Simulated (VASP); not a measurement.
# PtSe2 (C2/m) in VASP: notebook

PtSe2 is run at these levels: PBEsol+D3(BJ); tasks: single point.

Everything below comes from runs of VASP 6.6.1. Logs are shortened: lines on timing, memory, paths and dates and some standing lists are left out, and cuts for length are marked.

## 1. The cell of the first run

Symmetry: C2/m, No. 12, monoclinic system. Conventional cell: a = 6.476 Å, b = 4.019 Å, c = 4.630 Å, α = 90.00°, β = 90.00°, γ = 90.00°. Within 3.3 Å of Pt (site symmetry 2/m) lie 6 Se at 2.50 to 2.61 Å. Within 3.4 Å of Se (site symmetry m) lie 3 Pt at 2.50 to 2.61 Å and 6 Se at 3.02 to 3.40 Å.

## 2. Single point, PBEsol+D3(BJ) (normal strain along x +0.0750, normal strain along y +0.0000)

File INCAR:

```
SYSTEM = PtSe2
ALGO     = Normal         ! electronic algorithm
EDIFF    = 1E-7           ! SCF threshold, eV
ENCUT    = 520            ! plane-wave cutoff, eV
GGA      = PS             ! functional
ISIF     = 2              ! what is computed and relaxed
ISMEAR   = 0              ! smearing method
IVDW     = 12             ! dispersion correction
LASPH    = .TRUE.         ! aspherical terms in the spheres
LCHARG   = .FALSE.        ! write CHGCAR
LREAL    = .FALSE.        ! projectors in reciprocal space
LWAVE    = .FALSE.        ! write WAVECAR
NBANDS   = 18             ! bands
NELM     = 80             ! most SCF steps
PREC     = Accurate       ! precision mode
SIGMA    = 0.15           ! smearing width, eV
```

File KPOINTS:

```
k-points
0
G
  12 12 8
  0 0 0
```

File POSCAR:

```
PtSe2
1.0
    4.0192794499      0.0000000000      0.0000000000
   -2.0096397250      3.2379517289      0.0000000000
    0.0000000000      0.0000000000      4.6296715343
Pt Se
1 2
Direct
    0.0000000000      0.0000000000      0.0000000000
    0.3333333333      0.6666666667      0.2721511594
    0.6666666667      0.3333333333      0.7278488406
```

Potentials or basis: VASP PAW PBE potentials, release 64 (Pt, Se).

On the command line:

```bash
$ cat potpaw_PBE.64/Pt/POTCAR potpaw_PBE.64/Se/POTCAR > POTCAR
$ mpirun -np 1 vasp_std > vasp.out
```

OUTCAR:

```text
SYSTEM = PtSe2
   EDIFF = 1E-7
   ENCUT = 520
   GGA = PS
   ISIF = 2
   ISMEAR = 0
   IVDW = 12
   LASPH = .TRUE.
   LREAL = .FALSE.
   NELM = 80
   PREC = Accurate
 IVDW          = 12

 ion  position               nearest neighbor table
   1  0.000  0.000  0.000-   2 2.50   3 2.50   3 2.61   2 2.61   3 2.61   2 2.61
   2  0.333  0.667  0.272-   1 2.50   1 2.61   1 2.61
   3  0.667  0.333  0.728-   1 2.50   1 2.61   1 2.61

  Warning from LATTYP: Monoclinic adjustment (A1->A3, A2->A1, A3->A2)!
  LATTYP: Found a base centered orthorhombic cell.
 ALAT       =     4.0192794499
 B/A-ratio  =     1.6112100536
 C/A-ratio  =     1.1518660476

  Lattice vectors:

 A1 = (   2.0096397250,  -3.2379517289,   0.0000000000)
 A2 = (   2.0096397249,   3.2379517289,   0.0000000000)
 A3 = (   0.0000000000,   0.0000000000,   4.6296715343)

Analysis of symmetry for initial positions (statically):
=====================================================================
 Subroutine PRICEL returns:
 Original cell was already a primitive cell.

 Routine SETGRP: Setting up the symmetry group for a
 base centered orthorhombic supercell.

 Subroutine GETGRP returns: Found  4 space group operations
 (whereof  4 operations were pure point group operations)
 out of a pool of  8 trial point group operations.

The static configuration has the point symmetry C_2h.

Analysis of symmetry for dynamics (positions and initial velocities):
=====================================================================
 Subroutine PRICEL returns:
 Original cell was already a primitive cell.

 Routine SETGRP: Setting up the symmetry group for a
 base centered orthorhombic supercell.

 Subroutine GETGRP returns: Found  4 space group operations
 (whereof  4 operations were pure point group operations)
 out of a pool of  8 trial point group operations.

The dynamic configuration has the point symmetry C_2h.

 Subroutine INISYM returns: Found  4 space group operations
 (whereof  4 operations are pure point group operations),
 and found     1 'primitive' translations

----------------------------------------------------------------------------------------

                                     Primitive cell

  volume of cell :      60.2516

  direct lattice vectors                    reciprocal lattice vectors
     4.019279450  0.000000000  0.000000000     0.248800814  0.154418608  0.000000000
    -2.009639725  3.237951729  0.000000000     0.000000000  0.308837217  0.000000000
[... 87 lines left out ...]
   EDIFF  = 0.1E-06   stopping-criterion for ELM
   LREAL  =      F    real-space projection
   EDIFFG = 0.1E-05   stopping-criterion for IOM
   NSW    =      0    number of steps for IOM
   IBRION =     -1    ionic relax: 0-MD 1-quasi-New 2-CG
   NFREE  =      0    steps in history (QN), initial steepest desc. (CG)
   ISIF   =      2    stress and relaxation
   ISYM   =      2    0-nonsym 1-usesym 2-fastsym
   POTIM  = 0.5000    time-step for ionic-motion
   TEBEG  =    0.0;   TEEND  =   0.0 temperature during run
   PSTRESS=    0.0 pullay stress
   NELECT =      22.0000    total number of electrons
   NUPDOWN=      -1.0000    fix difference up-down
   EMIN   =  10.00;   EMAX   =-10.00  energy-range for DOS
   EFERMI =   0.00;   METHOD = LEGACY
   ISMEAR =     0;   SIGMA  =   0.15  broadening in eV -4-tet -1-fermi 0-gaus
   EFERMI_NEDOS =   21; number of points for ismear=-14 and -15
   IALGO  =     38    algorithm
   IMIX   =      4    mixing-type and parameters
     AMIX     =   0.40;   BMIX     =  1.00
     AMIX_MAG =   1.60;   BMIX_MAG =  1.00
  volume/ion in A,a.u.               =      20.08       135.53
  Fermi-wavevector in a.u.,A,eV,Ry     =   1.170109  2.211184 18.628470  1.369154
  Thomas-Fermi vector in A             =   2.306572
   LORBIT       =      0    0 simple, 1 ext, 2 COOP (PROOUT), +10 PAW based schemes
   GGA     = PS    functional components
   LHFCALC =     F    Hartree Fock is set to
   AEXX    =    0.0000 exact exchange contribution
   IVDW    =    12    specifies the selected vdW correction
   LEPSILON=     F    determine dielectric tensor
   LRPA    =     F    only Hartree local field effects (RPA)
 non-spin polarized calculation
 Gauss-broadening in eV      SIGMA  =   0.15
  energy-cutoff  :      520.00
  volume of cell :       60.25
 maximum number of plane-waves:      1647
 NGX is ok and might be reduce to    30
   NGX = 15   NGY = 15   NGZ = 17

 number of electron      21.9999998 magnetization

 Free energy of the ion-electron system (eV)
  ---------------------------------------------------
  ext. energy  EPLUGINS =         0.00000000
  ---------------------------------------------------
  free energy    TOTEN  =       -15.74009398 eV

  energy without entropy =      -15.73040445  energy(sigma->0) =      -15.73524922

 E-fermi :   6.1993     XC(G=0): -10.9563

 val. band max:        6.1955837651   @ k =   0.5000   0.1667   0.1250
 cond. band min:       6.2098501014   @ k =   0.0000   0.1667   0.3750
 fundamental gap:      0.0142663363
 Fermi energy:         6.1993461558

 k-point     1 :       0.0000    0.0000    0.0000
  band No.  band energies     occupation
      1      -9.1998      2.00000
      2      -5.9240      2.00000
      3      -0.4297      2.00000
      4       0.3041      2.00000
      5       0.3356      2.00000
      6       2.7278      2.00000
[... 481 lines left out ...]
      5       1.3476      2.00000
      6       1.7311      2.00000
[... 10 lines left out ...]
     17      14.9442      0.00000
     18      16.1735      0.00000

 [... further k-points ...]

------------------------ aborting loop because EDIFF is reached ----------------------------------------

 Edisp (eV)   -1.29383

 E8    (eV) :    -0.8418

  FORCE on cell =-STRESS in cart. coord.  units (eV):
  Direction    XX          YY          ZZ          XY          YZ          ZX
  --------------------------------------------------------------------------------------
  -------------------------------------------------------------------------------------
  Total      -6.05633    -2.22016    -2.08388     0.00000     0.99562    -0.00000
  in kB    -161.04660   -59.03715   -55.41333     0.00000    26.47490    -0.00000
  external pressure =      -91.83 kB  Pullay stress =        0.00 kB

 VOLUME and BASIS-vectors are now :
 -----------------------------------------------------------------------------
  energy-cutoff  :      520.00
  volume of cell :       60.25
      direct lattice vectors                 reciprocal lattice vectors
     4.019279450  0.000000000  0.000000000     0.248800814  0.154418608  0.000000000
    -2.009639725  3.237951729  0.000000000     0.000000000  0.308837217  0.000000000
     0.000000000  0.000000000  4.629671534     0.000000000  0.000000000  0.215998045

 POSITION                                       TOTAL-FORCE (eV/Angst)
 -----------------------------------------------------------------------------------
      0.00000      0.00000      0.00000         0.000000      0.000000      0.000000
     -0.00000      2.15863      1.25997        -0.000000      0.161090     -0.570604
      2.00964      1.07932      3.36970         0.000000     -0.161090      0.570604
 -----------------------------------------------------------------------------------
    total drift:                                0.000000      0.000000     -0.000000

  FREE ENERGIE OF THE ION-ELECTRON SYSTEM (eV)
  ---------------------------------------------------
  free  energy   TOTEN  =       -17.0339194854 eV

  energy  without entropy=      -17.0242299592  energy(sigma->0) =      -17.02907472
```

Wall time 6.5 min (1 thread of Intel Xeon 8259CL, shared host); peak memory 0.46 GiB.

What came out:

* Free energy: -17.0339 eV
* Pressure: -9.2 GPa
* Largest force: 0.593 eV/Å
* Band gap on the k mesh: zero (bands 11 and 12 overlap by 0.92 eV)
* Dispersion energy per atom: -0.431 eV

Forces on the atoms (eV/Å):
```
Pt   0.000  0.000  0.000
Se   0.000  0.161 -0.571
Se   0.000 -0.161  0.571
```

Levels at points of the mesh, in eV from the Fermi level:
| k point | band 7 | band 8 | band 9 | band 10 | band 11 | band 12 | band 13 | band 14 | band 15 | band 16 |
| --- | --- | --- | --- | --- | --- | --- | --- | --- | --- | --- |
| (0.00, 0.00, 0.00) | -3.28 | -2.12 | -1.05 | -0.77 | 0.79 | 0.91 | 0.95 | 3.28 | 3.80 | 6.71 |
| (0.50, 0.00, 0.00) | -3.55 | -3.08 | -3.07 | -2.89 | -2.67 | 0.41 | 2.71 | 5.27 | 6.69 | 7.20 |
| (0.00, 0.50, 0.00) | -3.37 | -3.07 | -3.02 | -3.00 | -2.68 | 0.63 | 2.50 | 4.60 | 5.91 | 6.73 |
| (0.00, 0.00, 0.50) | -3.32 | -2.68 | -1.91 | -1.66 | -1.63 | 2.24 | 2.39 | 5.06 | 5.88 | 6.39 |
| (0.50, 0.00, 0.50) | -3.05 | -2.93 | -2.82 | -2.18 | -0.71 | 0.57 | 1.39 | 5.17 | 5.19 | 8.51 |
| (0.00, 0.50, 0.50) | -3.04 | -2.94 | -2.69 | -2.58 | -1.03 | 0.34 | 1.27 | 5.17 | 5.27 | 8.71 |

Caveat: the cell differs from its parent crystal (normal strain along x +0.0750, normal strain along y +0.0000); the cell stands under tension; the PAW data sets were made with another functional, which shifts forces and pressure a little; spin-orbit coupling is left out, which moves the levels of the heavy elements.

## 3. Single point, PBEsol+D3(BJ) (normal strain along x +0.0000, normal strain along y +0.1500)

File INCAR:

```
ALGO = Normal
EDIFF = 1E-6
ENCUT = 520
GGA = PS
ISIF = 2
ISMEAR = 0
IVDW = 12
LASPH = True
LCHARG = True
LELF = True
LREAL = False
LVHAR = True
LWAVE = False
NBANDS = 18
NELM = 100
PREC = Accurate
SIGMA = 0.15
```

File KPOINTS:

```
k-points
0
Gamma
  12 12 8
```

File POSCAR:

```
PtSe2
1.0
    3.7388646046      0.0000000000      0.0000000000
   -1.8694323023      3.7236444882      0.0000000000
    0.0000000000      0.0000000000      4.6296715343
Pt Se
1 2
Direct
    0.0000000000      0.0000000000      0.0000000000
    0.3333333333      0.6666666667      0.2721511594
    0.6666666667      0.3333333333      0.7278488406
```

Potentials or basis: VASP PAW PBE potentials, release 64 (Pt, Se).

On the command line:

```bash
$ cat potpaw_PBE.64/Pt/POTCAR potpaw_PBE.64/Se/POTCAR > POTCAR
$ mpirun -np 1 vasp_std > vasp.out
```

OUTCAR:

```text
EDIFF = 1E-6
   ENCUT = 520
   GGA = PS
   ISIF = 2
   ISMEAR = 0
   IVDW = 12
   LASPH = True
   LREAL = False
   NELM = 100
   PREC = Accurate
 IVDW          = 12

 ion  position               nearest neighbor table
   1  0.000  0.000  0.000-   2 2.57   3 2.57   3 2.57   2 2.57   3 2.78   2 2.78
   2  0.333  0.667  0.272-   1 2.57   1 2.57   1 2.78
   3  0.667  0.333  0.728-   1 2.57   1 2.57   1 2.78

  LATTYP: Found a base centered orthorhombic cell.
 ALAT       =     3.7388646046
 B/A-ratio  =     1.9918584287
 C/A-ratio  =     1.2382560012

  Lattice vectors:

 A1 = (   1.8694323023,  -3.7236444882,   0.0000000000)
 A2 = (   1.8694323023,   3.7236444882,   0.0000000000)
 A3 = (   0.0000000000,   0.0000000000,   4.6296715343)

Analysis of symmetry for initial positions (statically):
=====================================================================
 Subroutine PRICEL returns:
 Original cell was already a primitive cell.

 Routine SETGRP: Setting up the symmetry group for a
 base centered orthorhombic supercell.

[... 167 lines left out ...]

 E-fermi :   5.2312     XC(G=0): -10.6400

 val. band max:        5.2206430065   @ k =   0.0833   0.2500   0.3750
 cond. band min:       5.2375106016   @ k =  -0.1667  -0.0833   0.1250
 fundamental gap:      0.0168675952
 Fermi energy:         5.2312217190

 k-point     1 :       0.0000    0.0000    0.0000
  band No.  band energies     occupation
      1      -9.5729      2.00000
      2      -6.6458      2.00000
      3      -0.7070      2.00000
      4      -0.1095      2.00000
      5      -0.0071      2.00000
      6       2.1353      2.00000
[... 481 lines left out ...]
      5       0.9890      2.00000
      6       1.3588      2.00000
[... 10 lines left out ...]
     17      13.7795      0.00000
     18      14.7593      0.00000

 [... further k-points ...]

------------------------ aborting loop because EDIFF is reached ----------------------------------------

 Edisp (eV)   -1.20828

 E8    (eV) :    -0.7862

  FORCE on cell =-STRESS in cart. coord.  units (eV):
  Direction    XX          YY          ZZ          XY          YZ          ZX
  --------------------------------------------------------------------------------------
  -------------------------------------------------------------------------------------
  Total      -4.37422    -9.52193    -3.52064     0.00000    -0.38427     0.00000
  in kB    -108.73103  -236.68853   -87.51341     0.00000    -9.55177     0.00000
  external pressure =     -144.31 kB  Pullay stress =        0.00 kB

 VOLUME and BASIS-vectors are now :
 -----------------------------------------------------------------------------
  energy-cutoff  :      520.00
  volume of cell :       64.46
      direct lattice vectors                 reciprocal lattice vectors
     3.738864605  0.000000000  0.000000000     0.267460875  0.134277051  0.000000000
    -1.869432302  3.723644488  0.000000000     0.000000000  0.268554102  0.000000000
     0.000000000  0.000000000  4.629671534     0.000000000  0.000000000  0.215998045

 POSITION                                       TOTAL-FORCE (eV/Angst)
 -----------------------------------------------------------------------------------
      0.00000      0.00000      0.00000        -0.000000      0.000000      0.000000
     -0.00000      2.48243      1.25997         0.000000      0.134218     -0.902693
      1.86943      1.24121      3.36970        -0.000000     -0.134218      0.902693
 -----------------------------------------------------------------------------------
    total drift:                               -0.000000     -0.000000     -0.000000

  FREE ENERGIE OF THE ION-ELECTRON SYSTEM (eV)
  ---------------------------------------------------
  free  energy   TOTEN  =       -16.5098580110 eV

  energy  without entropy=      -16.4977487633  energy(sigma->0) =      -16.50380339
```

OSZICAR:

```text
N       E                     dE             d eps       ncg     rms          rms(c)
DAV:   1     0.104771296496E+03    0.10477E+03   -0.99117E+03 11640   0.107E+03
DAV:   2    -0.108925808073E+02   -0.11566E+03   -0.11164E+03 14252   0.205E+02
DAV:   3    -0.159761370623E+02   -0.50836E+01   -0.50293E+01 13832   0.427E+01
DAV:   4    -0.160167487059E+02   -0.40612E-01   -0.40586E-01 14332   0.417E+00
DAV:   5    -0.160171439462E+02   -0.39524E-03   -0.39523E-03 13620   0.401E-01    0.985E+00
DAV:   6    -0.156721266593E+02    0.34502E+00   -0.54966E+00 11890   0.183E+01    0.715E+00
DAV:   7    -0.153210377136E+02    0.35109E+00   -0.10316E+00 11728   0.934E+00    0.311E+00
DAV:   8    -0.153060789595E+02    0.14959E-01   -0.95496E-02 12338   0.177E+00    0.819E-01
DAV:   9    -0.153017629525E+02    0.43160E-02   -0.11811E-02 12648   0.930E-01    0.276E-01
DAV:  10    -0.153015932767E+02    0.16968E-03   -0.17805E-03 12458   0.226E-01    0.369E-02
DAV:  11    -0.153015787166E+02    0.14560E-04   -0.85174E-05 13630   0.750E-02    0.177E-02
DAV:  12    -0.153015789094E+02   -0.19275E-06   -0.38489E-06 13212   0.146E-02
   1 F= -.16509858E+02 E0= -.16503803E+02  d E =-.121092E-01
```

stdout:

```text
POSCAR found type information on POSCAR PtSe
 POSCAR found :  2 types and       3 ions
 scaLAPACK will be used
 -----------------------------------------------------------------------------
|                                                                             |
|                                                                             |
|     You enforced a specific xc type in the INCAR file but a different       |
|     I HOPE YOU KNOW WHAT YOU ARE DOING!                                     |
|                                                                             |
 -----------------------------------------------------------------------------

 LDA part: xc-table for (Slater+PW92), standard interpolation
 POSCAR, INCAR and KPOINTS ok, starting setup
 FFT: planning ... GRIDC
 FFT: planning ... GRID_SOFT
 FFT: planning ... GRID
 WAVECAR not read
 entering main loop
```

Run time: 4.7 min. Hardware: 1 thread of Intel Xeon 8259CL, shared host; peak memory 0.48 GiB.

Results:

```
Free energy                : -16.5099 eV
Pressure                   : -14.4 GPa
Largest force              : 0.913 eV/Å
Band gap on the k mesh     : zero (bands 11 and 12 overlap by 0.78 eV)
Dispersion energy per atom : -0.403 eV
```

Forces in eV/Å, atoms in the order of the input:
```
Pt   0.000  0.000  0.000
Se   0.000  0.134 -0.903
Se   0.000 -0.134  0.903
```

Caveat: the cell differs from its parent crystal (normal strain along x +0.0000, normal strain along y +0.1500); the cell stands under tension; the PAW data sets were made with another functional, which shifts forces and pressure a little; spin-orbit coupling is left out, which moves the levels of the heavy elements.

(Continued in part 2 of 2.)
